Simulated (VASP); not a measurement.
# YHg (Pm-3m) in VASP: further runs, part 2 of 2

VASP 6.6.1.

## 3. Electric field gradients, LDA (23.96 Å³/atom)

This run uses another cell than the first one, of 23.96 Å³/atom.

Input file INCAR:

```
  PREC = Accurate
  ENCUT = 520
  EDIFF = 1E-8
  ISMEAR = -1
  SIGMA = 0.08
  LREAL = F
  LASPH = T
  NELM = 80
  ALGO = Normal
  ISIF = 2
  LWAVE = F
  LCHARG = F
  LEFG = T
  NBANDS = 18
```

Input file KPOINTS:

```
Automatic mesh
0
Gamma
  11 11 11
```

Input file POSCAR:

```
YHg
1.0
    3.6322371431      0.0000000000      0.0000000000
    0.0000000000      3.6322371431      0.0000000000
    0.0000000000      0.0000000000      3.6322371431
Y Hg
1 1
Direct
    0.5000000000      0.5000000000      0.5000000000
    0.0000000000      0.0000000000      0.0000000000
```

Potentials or basis: VASP PAW LDA potentials, release 64 (Y_sv, Hg).

On the command line:

```
$ cat potpaw_LDA.64/Y_sv/POTCAR potpaw_LDA.64/Hg/POTCAR > POTCAR
$ mpirun -np 1 vasp_std > vasp.out
```

OUTCAR:

```text
PREC = Accurate
   ENCUT = 520
   EDIFF = 1E-8
   ISMEAR = -1
   LREAL = F
   LASPH = T
   NELM = 80
   ISIF = 2

 ion  position               nearest neighbor table
   1  0.500  0.500  0.500-   2 3.15   2 3.15   2 3.15   2 3.15   2 3.15   2 3.15   2 3.15   2 3.15

   2  0.000  0.000  0.000-   1 3.15   1 3.15   1 3.15   1 3.15   1 3.15   1 3.15   1 3.15   1 3.15

  LATTYP: Found a simple cubic cell.
 ALAT       =     3.6322371431

  Lattice vectors:

 A1 = (   3.6322371431,   0.0000000000,   0.0000000000)
 A2 = (   0.0000000000,   3.6322371431,   0.0000000000)
 A3 = (   0.0000000000,   0.0000000000,   3.6322371431)

Analysis of symmetry for initial positions (statically):
=====================================================================
 Subroutine PRICEL returns:
 Original cell was already a primitive cell.

 Routine SETGRP: Setting up the symmetry group for a
 simple cubic supercell.

 Subroutine GETGRP returns: Found 48 space group operations
 (whereof 48 operations were pure point group operations)
 out of a pool of 48 trial point group operations.

The static configuration has the point symmetry O_h .

Analysis of symmetry for dynamics (positions and initial velocities):
=====================================================================
 Subroutine PRICEL returns:
 Original cell was already a primitive cell.

 Routine SETGRP: Setting up the symmetry group for a
 simple cubic supercell.

 Subroutine GETGRP returns: Found 48 space group operations
 (whereof 48 operations were pure point group operations)
 out of a pool of 48 trial point group operations.

The dynamic configuration has the point symmetry O_h .

 Subroutine INISYM returns: Found 48 space group operations
 (whereof 48 operations are pure point group operations),
 and found     1 'primitive' translations

----------------------------------------------------------------------------------------

                                     Primitive cell

  volume of cell :      47.9206

  direct lattice vectors                    reciprocal lattice vectors
     3.632237143  0.000000000  0.000000000     0.275312421  0.000000000  0.000000000
     0.000000000  3.632237143  0.000000000     0.000000000  0.275312421  0.000000000
     0.000000000  0.000000000  3.632237143     0.000000000  0.000000000  0.275312421

  length of vectors
     3.632237143  3.632237143  3.632237143     0.275312421  0.275312421  0.275312421

  position of ions in fractional coordinates (direct lattice)
     0.500000000  0.500000000  0.500000000
     0.000000000  0.000000000  0.000000000

  ion indices of the primitive-cell ions
   primitive index   ion index
                 1           1
                 2           2

----------------------------------------------------------------------------------------

 KPOINTS: Automatic mesh

Automatic generation of k-mesh.
 Grid dimensions read from file:
 generate k-points for:   11   11   11
[... 70 lines left out ...]
   ISIF   =      2    stress and relaxation
   ISYM   =      2    0-nonsym 1-usesym 2-fastsym
   POTIM  = 0.5000    time-step for ionic-motion
   TEBEG  =    0.0;   TEEND  =   0.0 temperature during run
   PSTRESS=    0.0 pullay stress
   NELECT =      23.0000    total number of electrons
   NUPDOWN=      -1.0000    fix difference up-down
   EMIN   =  10.00;   EMAX   =-10.00  energy-range for DOS
   EFERMI =   0.00;   METHOD = LEGACY
   ISMEAR =    -1;   SIGMA  =   0.08  broadening in eV -4-tet -1-fermi 0-gaus
   EFERMI_NEDOS =   21; number of points for ismear=-14 and -15
   IALGO  =     38    algorithm
   IMIX   =      4    mixing-type and parameters
     AMIX     =   0.40;   BMIX     =  1.00
     AMIX_MAG =   1.60;   BMIX_MAG =  1.00
  volume/ion in A,a.u.               =      23.96       161.69
  Fermi-wavevector in a.u.,A,eV,Ry     =   1.281769  2.422193 22.353459  1.642933
  Thomas-Fermi vector in A             =   2.414120
   LORBIT       =      0    0 simple, 1 ext, 2 COOP (PROOUT), +10 PAW based schemes
   GGA     = CA    functional components
   LHFCALC =     F    Hartree Fock is set to
   AEXX    =    0.0000 exact exchange contribution
   IVDW    =     0    specifies the selected vdW correction
   LEPSILON=     F    determine dielectric tensor
   LRPA    =     F    only Hartree local field effects (RPA)
 non-spin polarized calculation
  energy-cutoff  :      520.00
  volume of cell :       47.92
 maximum number of plane-waves:      1319
 NGX is ok and might be reduce to    28
   NGX = 13   NGY = 13   NGZ = 13

 number of electron      22.9999993 magnetization

 Free energy of the ion-electron system (eV)
  ---------------------------------------------------
  ext. energy  EPLUGINS =         0.00000000
  ---------------------------------------------------
  free energy    TOTEN  =        -9.22793957 eV

  energy without entropy =       -9.18152282  energy(sigma->0) =       -9.20473119

 E-fermi :   4.1294     XC(G=0): -11.0611

 val. band max:        4.1020810225   @ k =   0.1818   0.1818   0.0909
 cond. band min:       4.1441919663   @ k =   0.3636   0.0000   0.0000
 fundamental gap:      0.0421109437
 Fermi energy:         4.1293795974

 k-point     1 :       0.0000    0.0000    0.0000
  band No.  band energies     occupation
      1     -38.6631      2.00000
      2     -18.6690      2.00000
      3     -18.6690      2.00000
      4     -18.6690      2.00000
      5      -4.0757      2.00000
      6      -3.8152      2.00000
[... 481 lines left out ...]
      5      -3.6538      2.00000
      6      -3.5182      2.00000
[... 10 lines left out ...]
     17      10.9607      0.00000
     18      11.9025      0.00000

 [... further k-points ...]

------------------------ aborting loop because EDIFF is reached ----------------------------------------

  FORCE on cell =-STRESS in cart. coord.  units (eV):
  Direction    XX          YY          ZZ          XY          YZ          ZX
  --------------------------------------------------------------------------------------
  -------------------------------------------------------------------------------------
  Total       -0.0902623     -0.0902623     -0.0902623      0.0000000     -0.0000000      0.0000000
  in kB       -3.0178275     -3.0178275     -3.0178275      0.0000000     -0.0000000      0.0000000
  external PRESSURE =      -3.0178275 kB  Pullay stress =       0.0000000 kB

 VOLUME and BASIS-vectors are now :
 -----------------------------------------------------------------------------
  energy-cutoff  :      520.00
  volume of cell :       47.92
      direct lattice vectors                 reciprocal lattice vectors
     3.632237143  0.000000000  0.000000000     0.275312421  0.000000000  0.000000000
     0.000000000  3.632237143  0.000000000     0.000000000  0.275312421  0.000000000
     0.000000000  0.000000000  3.632237143     0.000000000  0.000000000  0.275312421

 POSITION                                       TOTAL-FORCE (eV/Angst)
 -----------------------------------------------------------------------------------
      1.81612      1.81612      1.81612         0.000000      0.000000      0.000000
      0.00000      0.00000      0.00000         0.000000      0.000000      0.000000
 -----------------------------------------------------------------------------------
    total drift:                               -0.000000      0.000000      0.000000

  FREE ENERGIE OF THE ION-ELECTRON SYSTEM (eV)
  ---------------------------------------------------
  free  energy   TOTEN  =        -9.2279395685 eV

  energy  without entropy=       -9.1815228150  energy(sigma->0) =       -9.20473119

 Electric field gradients (V/A^2)
---------------------------------------------------------------------
 ion       V_xx      V_yy      V_zz      V_xy      V_xz      V_yz
---------------------------------------------------------------------
   1      -0.000    -0.000     0.000    -0.000     0.000     0.000
   2       0.000     0.000    -0.000     0.000     0.000     0.000
---------------------------------------------------------------------

 Electric field gradients after diagonalization (V/A^2)
 (convention: |V_zz| > |V_xx| > |V_yy|)
----------------------------------------------------------------------
 ion       V_xx      V_yy      V_zz     asymmetry (V_yy - V_xx)/ V_zz
----------------------------------------------------------------------
   1       0.000    -0.000    -0.000       0.708
   2       0.000     0.000    -0.000       0.085
----------------------------------------------------------------------

           NMR quadrupolar parameters

 Cq : quadrupolar parameter    Cq=e*Q*V_zz/h
 eta: asymmetry parameters     (V_yy - V_xx)/ V_zz
 Q  : nuclear electric quadrupole moment in mb (millibarn)
----------------------------------------------------------------------
 ion       Cq(MHz)       eta       Q (mb)
----------------------------------------------------------------------
   1      -0.000       0.708       1.000
   2      -0.000       0.085       1.000
----------------------------------------------------------------------
```

OSZICAR:

```text
N       E                     dE             d eps       ncg     rms          rms(c)
DAV:   1     0.136753674467E+03    0.13675E+03   -0.11948E+04  2040   0.123E+03
DAV:   2    -0.342287703649E+01   -0.14018E+03   -0.13575E+03  2180   0.310E+02
DAV:   3    -0.960650705071E+01   -0.61836E+01   -0.61249E+01  3130   0.539E+01
DAV:   4    -0.974443977740E+01   -0.13793E+00   -0.13769E+00  2452   0.579E+00
DAV:   5    -0.974622467053E+01   -0.17849E-02   -0.17843E-02  2552   0.550E-01    0.311E+01
DAV:   6    -0.931775487993E+01    0.42847E+00   -0.72117E-01  2266   0.761E+00    0.188E+01
DAV:   7    -0.923504881682E+01    0.82706E-01   -0.45761E-01  2328   0.415E+00    0.274E+00
DAV:   8    -0.922934345447E+01    0.57054E-02   -0.29970E-02  2260   0.126E+00    0.472E-01
DAV:   9    -0.922794387705E+01    0.13996E-02   -0.79408E-03  2384   0.629E-01    0.992E-02
DAV:  10    -0.922793957713E+01    0.42999E-05   -0.31532E-04  2278   0.100E-01    0.156E-02
DAV:  11    -0.922793947599E+01    0.10114E-06   -0.74433E-06  2434   0.190E-02    0.113E-02
DAV:  12    -0.922793956764E+01   -0.91657E-07   -0.71309E-07  2818   0.571E-03    0.833E-03
DAV:  13    -0.922793956633E+01    0.13183E-08   -0.19810E-07  2176   0.321E-03    0.127E-03
DAV:  14    -0.922793956854E+01   -0.22142E-08   -0.65472E-09  1454   0.630E-04
   1 F= -.92279396E+01 E0= -.92047312E+01  d E =-.464168E-01
```

stdout:

```text
POSCAR found type information on POSCAR Y Hg
 POSCAR found :  2 types and       2 ions
 scaLAPACK will be used
 LDA part: xc-table for (Slater(with rela. corr.)+CA(PZ))
 , standard interpolation
 POSCAR, INCAR and KPOINTS ok, starting setup
 FFT: planning ... GRIDC
 FFT: planning ... GRID_SOFT
 FFT: planning ... GRID
 WAVECAR not read
 entering main loop
ion   1

ion   2
```

Wall time 39 s (1 thread of Intel Xeon 8259CL, shared host); peak memory 0.19 GiB.

Results:

```yaml
Free_energy: -9.2279 eV
Pressure: -0.3 GPa
Band_gap_on_the_k_mesh: zero (an odd number of electrons rules out a gap without spin polarisation)
Largest_electric_field_gradient_by_atom: zero within the noise of the run
```

Caveat: spin-orbit coupling is left out, which moves the levels of the heavy elements.

## 4. Electric field gradients, LDA (24.46 Å³/atom)

This run uses another cell than the first one, of 24.46 Å³/atom.

Input file INCAR:

```
SYSTEM = YHg
PREC = Accurate ; ENCUT = 520
EDIFF = 1E-8 ; ISMEAR = -1
SIGMA = 0.08 ; LREAL = .False.
LASPH = .True. ; NELM = 100
ALGO = Normal ; ISIF = 2
LWAVE = .False. ; LCHARG = .False.
LEFG = .True. ; NBANDS = 18
```

Input file KPOINTS:

```
regular mesh
0
Gamma
  11 11 11
  0 0 0
```

Input file POSCAR:

```
YHg
1.0
    3.6572878460      0.0000000000      0.0000000000
    0.0000000000      3.6572878460      0.0000000000
    0.0000000000      0.0000000000      3.6572878460
Y Hg
1 1
Direct
    0.5000000000      0.5000000000      0.5000000000
    0.0000000000      0.0000000000      0.0000000000
```

Potentials or basis: VASP PAW LDA potentials, release 64 (Y_sv, Hg).

On the command line:

```
$ cat potpaw_LDA.64/Y_sv/POTCAR potpaw_LDA.64/Hg/POTCAR > POTCAR
$ mpirun -np 1 vasp_std > vasp.out
```

OUTCAR:

```text
SYSTEM = YHg
   PREC = Accurate
   ENCUT = 520
   EDIFF = 1E-8
   ISMEAR = -1
   LREAL = .False.
   LASPH = .True.
   NELM = 100
   ISIF = 2

 ion  position               nearest neighbor table
   1  0.500  0.500  0.500-   2 3.17   2 3.17   2 3.17   2 3.17   2 3.17   2 3.17   2 3.17   2 3.17

   2  0.000  0.000  0.000-   1 3.17   1 3.17   1 3.17   1 3.17   1 3.17   1 3.17   1 3.17   1 3.17

  LATTYP: Found a simple cubic cell.
 ALAT       =     3.6572878460

  Lattice vectors:

 A1 = (   3.6572878460,   0.0000000000,   0.0000000000)
 A2 = (   0.0000000000,   3.6572878460,   0.0000000000)
 A3 = (   0.0000000000,   0.0000000000,   3.6572878460)

Analysis of symmetry for initial positions (statically):
=====================================================================
 Subroutine PRICEL returns:
 Original cell was already a primitive cell.

 Routine SETGRP: Setting up the symmetry group for a
 simple cubic supercell.

[... 692 lines left out ...]
  volume of cell :       48.92
      direct lattice vectors                 reciprocal lattice vectors
     3.657287846  0.000000000  0.000000000     0.273426660  0.000000000  0.000000000
     0.000000000  3.657287846  0.000000000     0.000000000  0.273426660  0.000000000
     0.000000000  0.000000000  3.657287846     0.000000000  0.000000000  0.273426660

 POSITION                                       TOTAL-FORCE (eV/Angst)
 -----------------------------------------------------------------------------------
      1.82864      1.82864      1.82864         0.000000      0.000000      0.000000
      0.00000      0.00000      0.00000         0.000000      0.000000      0.000000
 -----------------------------------------------------------------------------------
    total drift:                               -0.000000      0.000000      0.000000

  FREE ENERGIE OF THE ION-ELECTRON SYSTEM (eV)
  ---------------------------------------------------
  free  energy   TOTEN  =        -9.2214055078 eV

  energy  without entropy=       -9.1755269018  energy(sigma->0) =       -9.19846620

 Electric field gradients (V/A^2)
---------------------------------------------------------------------
 ion       V_xx      V_yy      V_zz      V_xy      V_xz      V_yz
---------------------------------------------------------------------
   1      -0.000    -0.000    -0.000    -0.000    -0.000    -0.000
   2       0.000     0.000     0.000     0.000     0.000     0.000
---------------------------------------------------------------------

 Electric field gradients after diagonalization (V/A^2)
 (convention: |V_zz| > |V_xx| > |V_yy|)
----------------------------------------------------------------------
 ion       V_xx      V_yy      V_zz     asymmetry (V_yy - V_xx)/ V_zz
----------------------------------------------------------------------
   1      -0.000    -0.000    -0.000      -0.635
   2       0.000     0.000     0.000      -0.088
----------------------------------------------------------------------

           NMR quadrupolar parameters

 Cq : quadrupolar parameter    Cq=e*Q*V_zz/h
 eta: asymmetry parameters     (V_yy - V_xx)/ V_zz
 Q  : nuclear electric quadrupole moment in mb (millibarn)
----------------------------------------------------------------------
 ion       Cq(MHz)       eta       Q (mb)
----------------------------------------------------------------------
   1      -0.000      -0.635       1.000
   2       0.000      -0.088       1.000
----------------------------------------------------------------------
```

OSZICAR:

```text
N       E                     dE             d eps       ncg     rms          rms(c)
DAV:   1     0.134021478181E+03    0.13402E+03   -0.11812E+04  2048   0.122E+03
DAV:   2    -0.355932567070E+01   -0.13758E+03   -0.13341E+03  2166   0.305E+02
DAV:   3    -0.959579083401E+01   -0.60365E+01   -0.59737E+01  3052   0.535E+01
DAV:   4    -0.974561781120E+01   -0.14983E+00   -0.14938E+00  2464   0.597E+00
DAV:   5    -0.974725731487E+01   -0.16395E-02   -0.16387E-02  2418   0.586E-01    0.301E+01
DAV:   6    -0.931346806280E+01    0.43379E+00   -0.71821E-01  2266   0.749E+00    0.183E+01
DAV:   7    -0.922918287538E+01    0.84285E-01   -0.47833E-01  2342   0.420E+00    0.270E+00
DAV:   8    -0.922276050274E+01    0.64224E-02   -0.32632E-02  2220   0.129E+00    0.466E-01
DAV:   9    -0.922141350587E+01    0.13470E-02   -0.79580E-03  2450   0.626E-01    0.101E-01
DAV:  10    -0.922140564782E+01    0.78581E-05   -0.29867E-04  2234   0.988E-02    0.164E-02
DAV:  11    -0.922140539180E+01    0.25602E-06   -0.87421E-06  2434   0.212E-02    0.111E-02
DAV:  12    -0.922140550789E+01   -0.11609E-06   -0.79645E-07  2824   0.571E-03    0.889E-03
DAV:  13    -0.922140550455E+01    0.33401E-08   -0.20372E-07  2198   0.317E-03    0.110E-03
DAV:  14    -0.922140550783E+01   -0.32778E-08   -0.65333E-09  1468   0.600E-04
   1 F= -.92214055E+01 E0= -.91984662E+01  d E =-.458786E-01
```

stdout:

```text
POSCAR found type information on POSCAR Y Hg
 POSCAR found :  2 types and       2 ions
 scaLAPACK will be used
 LDA part: xc-table for (Slater(with rela. corr.)+CA(PZ))
 , standard interpolation
 POSCAR, INCAR and KPOINTS ok, starting setup
 FFT: planning ... GRIDC
 FFT: planning ... GRID_SOFT
 FFT: planning ... GRID
 WAVECAR not read
 entering main loop
ion   1

ion   2
```

Run time: 38 s. Hardware: 1 thread of Intel Xeon 8259CL, shared host; peak memory 0.19 GiB.

Results:

```yaml
Free_energy: -9.2214 eV
Pressure: -1.9 GPa
Band_gap_on_the_k_mesh: zero (an odd number of electrons rules out a gap without spin polarisation)
Largest_electric_field_gradient_by_atom: zero within the noise of the run
```

Levels at points of the mesh, in eV from the Fermi level:
| k point | band 7 | band 8 | band 9 | band 10 | band 11 | band 12 | band 13 | band 14 | band 15 | band 16 |
| --- | --- | --- | --- | --- | --- | --- | --- | --- | --- | --- |
| (0.00, 0.00, 0.00) | -7.86 | -7.25 | -7.25 | -7.25 | 0.25 | 0.25 | 3.88 | 3.88 | 3.88 | 4.53 |

Caveat: spin-orbit coupling is left out, which moves the levels of the heavy elements.

## 5. Overview

```csv
cell,gap on the mesh (eV),pressure (GPa)
"a = 3.607 Å, 2 atoms",none,1.5
"a = 3.632 Å, 2 atoms",none,-0.3
"a = 3.657 Å, 2 atoms",none,-1.9
```

Alike in all rows: task electric field gradients; level LDA; potentials or basis VASP PAW LDA potentials, release 64 (Y_sv, Hg); no spin polarisation; k mesh 11 × 11 × 11; cutoff (eV) 520; smearing fermi-dirac 0.08 eV.

Caveats: spin-orbit coupling is left out, which moves the levels of the heavy elements.

Absolute energies hang on the potentials; compare differences alone.
